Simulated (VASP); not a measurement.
Set up this calculation in VASP 6.6.1, as the native input.

```yaml
Task: single point
Functional: PBE
Potentials_or_basis: VASP PAW PBE potentials, release 64 (Co)
Cutoff: 520 eV
k_mesh: 21 × 21 × 12
Occupations: gaussian, width 0.15 eV
Spin: collinear spin, ferromagnetic start
Starting_moments: "[1.86, 1.86] μB"
Dipole_correction: no
Further_INCAR_settings: ALGO = Normal; EDIFF = 1e-06; NBANDS = 20
```

The structure of Co lies in POSCAR:

```
Co
1.0
    2.5183000000      0.0000000000      0.0000000000
   -1.2591500000      2.1809117744      0.0000000000
    0.0000000000      0.0000000000      3.7097000000
Co
2
Direct
    0.3333333333      0.6666666667      0.2500000000
    0.6666666667      0.3333333333      0.7500000000
```

The input as run:

INCAR

```
SYSTEM = Co
ALGO = Normal ; EDIFF = 1E-6
ENCUT = 520 ; GGA = PE
ISIF = 2 ; ISMEAR = 0
ISPIN = 2 ; LASPH = .True.
LCHARG = .False. ; LMAXMIX = 4
LORBIT = 11 ; LREAL = .False.
LWAVE = .False. ; MAGMOM = 1.86 1.86
NBANDS = 20 ; NELM = 150
PREC = Accurate ; SIGMA = 0.15
```

KPOINTS

```
k-points
0
Gamma
  21 21 12
  0 0 0
```

Potentials or basis: VASP PAW PBE potentials, release 64 (Co).

The run is started by

```console
$ cat potpaw_PBE.64/Co/POTCAR > POTCAR
$ mpirun -np 1 vasp_std > vasp.out
```

It gave:

```
Pressure                                              : 16.8 GPa
Net moment                                            : 3.06 μB per cell
Site moments                                          : Co +1.53 μB
Valence electrons inside the program's atomic spheres : Co 8.42
```

It took 4.9 min on 1 thread of Oxide Virtual Turin-like Processor (shared host), peak memory 0.26 GiB.
